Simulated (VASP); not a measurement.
**Rb3As4: single point with PBE**

The system is Rb3As4.

```
Rb As
1.0
     8.69028    0.00000    0.00000
     0.00000    8.69028    0.00000
     0.00000    0.00000    4.34514
Rb As
3 4
Direct
  0.00000 0.00000 0.00000
  0.00000 0.50000 0.00000
  0.50000 0.00000 0.00000
  0.25000 0.25000 0.50000
  0.25000 0.75000 0.50000
  0.75000 0.25000 0.50000
  0.75000 0.75000 0.50000
```

```yaml
Program: VASP 6.6.1
Task: single point
Functional: PBE
Potentials_or_basis: VASP PAW PBE potentials, release 64 (Rb_sv, As)
Cutoff: 520 eV
k_mesh: 2 × 2 × 4
Occupations: gaussian, width 0.1 eV
Spin: no spin polarisation
Dipole_correction: no
Further_INCAR_settings: ALGO = Normal; EDIFF = 1e-06; NBANDS = 32
```

```json
{
 "Pressure": "-2.5 GPa",
 "Largest force": "0.269 eV/Å"
}
```

Forces in eV/Å, atoms in the order of the input:
```
Rb   0.000  0.000  0.000
Rb   0.000  0.000  0.000
Rb   0.000  0.000  0.000
As  -0.191 -0.191  0.000
As  -0.191  0.191  0.000
As   0.191 -0.191  0.000
As   0.191  0.191  0.000
```

Stress tensor (GPa, compression positive):
```
-2.65  0.00  0.00
 0.00 -2.65  0.00
 0.00  0.00 -2.32
```

Levels at points of the mesh, in eV from the Fermi level:
```csv
k point,band 20,band 21,band 22,band 23,band 24,band 25,band 26,band 27,band 28,band 29
"(0.00, 0.00, 0.00)",-0.61,0.63,0.72,0.72,0.72,0.72,0.72,0.81,1.04,3.29
"(0.50, 0.00, 0.00)",-0.38,-0.06,-0.03,0.69,0.70,0.74,0.75,0.83,0.91,4.34
"(0.50, 0.50, 0.00)",-0.22,-0.18,-0.08,-0.08,-0.03,0.76,0.78,0.82,0.82,4.94
"(0.00, 0.00, 0.50)",-0.70,-0.63,-0.60,-0.60,-0.59,0.72,0.72,0.98,1.09,4.01
"(0.50, 0.00, 0.50)",-0.71,-0.62,-0.59,-0.10,-0.03,-0.03,0.11,0.83,0.93,4.71
"(0.50, 0.50, 0.50)",-0.74,-0.28,-0.17,-0.06,-0.06,0.09,0.12,0.12,0.14,5.26
```

Run time: 90 s on 1 thread of Intel(R) Xeon(R) Platinum 8375C CPU @ 2.90GHz (Ice Lake) (shared host), peak memory 0.43 GiB.

Caveat: the k points lie up to 0.36 Å⁻¹ apart.
